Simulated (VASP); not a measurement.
BN: relaxation of cell and atoms with LDA

Crystal: BN.

```
CELL_PARAMETERS angstrom
2.50643 0.00000 0.00000
-1.25321 2.17063 0.00000
0.00000 0.00000 6.61412
ATOMIC_POSITIONS crystal
B 0.33333 0.66667 0.25000
B 0.66667 0.33333 0.75000
N 0.33333 0.66667 0.75000
N 0.66667 0.33333 0.25000
```

| Property | Result |
| --- | --- |
| Program | VASP 6.6.1 |
| Task | relaxation of cell and atoms |
| Functional | LDA |
| Potentials or basis | VASP PAW LDA potentials, release 64 (B, N) |
| Cutoff | 600 eV |
| k mesh | 12 × 12 × 4 |
| Occupations | gaussian, width 0.02 eV |
| Spin | no spin polarisation |
| Dipole correction | no |
| Further INCAR settings | ALGO = Normal; EDIFF = 1e-06; IBRION = 2; EDIFFG = -0.005; NSW = 70; ISIF = 3 |

```
Relaxed volume                        : 8.64 Å³/atom
Relaxed cell                          : a = 2.490 Å, b = 2.490 Å, c = 6.435 Å, α = 90.00°, β = 90.00°, γ = 120.00°
Space group after relaxing (to 0.1 Å) : P6_3/mmc (No. 194)
Energy gained by relaxing             : 3.2 meV/atom
Ionic steps                           : 9
Pressure after relaxing               : 0.0 GPa
Band gap on the k mesh                : 4.03 eV (least direct gap 4.43 eV)
```

Stress tensor (GPa, compression positive):
```
 0.06  0.00  0.00
 0.00  0.06  0.00
 0.00  0.00 -0.02
```

The path:
```csv
step,energy change (eV),largest force (eV/Å),pressure (GPa),volume (Å³)
1,0.0000,0.0000,-4.97,35.98
2,0.0308,0.0000,9.89,34.55
3,-0.0106,0.0000,-0.28,35.50
4,-0.0106,0.0000,-0.17,35.49
5,-0.0108,0.0000,-0.15,35.43
6,-0.0115,0.0000,-0.12,35.26
7,-0.0124,0.0000,-0.06,34.92
8,-0.0126,0.0000,0.14,34.23
9,-0.0128,0.0000,0.03,34.55
```

Final structure:
```yaml
crystal:
  lattice:
    - [2.49002, 0.00000, 0.00000]
    - [-1.24501, 2.15642, 0.00000]
    - [0.00000, 0.00000, 6.43526]
  atoms:
    - { symbol: B, position: [0.33333, 0.66667, 0.25000] }
    - { symbol: B, position: [0.66667, 0.33333, 0.75000] }
    - { symbol: N, position: [0.33333, 0.66667, 0.75000] }
    - { symbol: N, position: [0.66667, 0.33333, 0.25000] }
```

Levels at points of the mesh, in eV from the valence-band top:
| k point | band 4 | band 5 | band 6 | band 7 | band 8 | band 9 | band 10 | band 11 | band 12 |
| --- | --- | --- | --- | --- | --- | --- | --- | --- | --- |
| (0.00, 0.00, 0.00) | -4.04 | -1.35 | -1.35 | -1.30 | -1.30 | 5.14 | 10.46 | 11.52 | 11.52 |
| (0.50, 0.00, 0.00) | -8.89 | -4.22 | -4.13 | -1.63 | -0.40 | 4.03 | 5.68 | 9.63 | 10.06 |
| (0.00, 0.00, 0.50) | -5.47 | -1.33 | -1.33 | -1.33 | -1.33 | 7.75 | 7.75 | 11.60 | 11.60 |
| (0.50, 0.00, 0.50) | -8.94 | -4.18 | -4.18 | -0.99 | -0.99 | 4.55 | 4.55 | 10.07 | 10.07 |

Wall time 67 s on 1 thread of Intel(R) Xeon(R) Platinum 8488C (Sapphire Rapids) (shared host), peak memory 0.14 GiB.

A k mesh can miss the band edges. Zero-point motion and thermal expansion aren't in these numbers.
